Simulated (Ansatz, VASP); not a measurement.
One calculation of Si2Ge2Ir, two programs

```
Si Ge Ir
1.0
     0.00000    0.00000    5.04554
     5.79349    0.00000    0.00000
     0.00000    5.79349    0.00000
Si Ge Ir
4 4 2
Cartesian
  3.7511 4.9391 1.2571
  0.8544 3.7511 1.2571
  2.0423 0.8544 1.2571
  4.9391 2.0423 1.2571
  4.2718 4.4184 3.6274
  1.5216 1.3751 3.6274
  4.4184 1.5216 3.6274
  1.3751 4.2718 3.6274
  0.0000 5.7935 0.1705
  2.8967 2.8967 0.1705
```

Alike in both runs: task single point; functional PBE; k mesh 4 × 4 × 4; occupations gaussian, width 0.2 eV; no spin polarisation.

|  | VASP | Ansatz |
| --- | --- | --- |
| version | VASP 6.6.1 | Ansatz 0.2.0 |
| potentials or method | VASP PAW PBE potentials, release 64 (Si, Ge_d, Ir), cutoff 500 eV | scalar-relativistic, plane waves, PAW |
| valence electrons in the cell | 90 | 106 |

|  | VASP | Ansatz | Ansatz less VASP |
| --- | --- | --- | --- |
| gap on the k mesh at the Fermi level (eV) | none | none | - |
| pressure (GPa) | 0.3 | 0.2 | -0.04 |
| traceless stress, the component that is largest in VASP (GPa) | -0.40 | -0.36 | +0.032 |
| rms of the force components (eV/Å) | 0.011 | 0.016 | +0.0054 |

Atom by atom the forces differ by 0.009 eV/Å (rms over components). A gap of «none» marks a metal or a gap that the smearing closes. VASP's potentials hold 90 valence electrons a cell and Ansatz's 106, so a difference there can come from the potentials and not from the codes.

Neither program's run includes spin-orbit coupling.
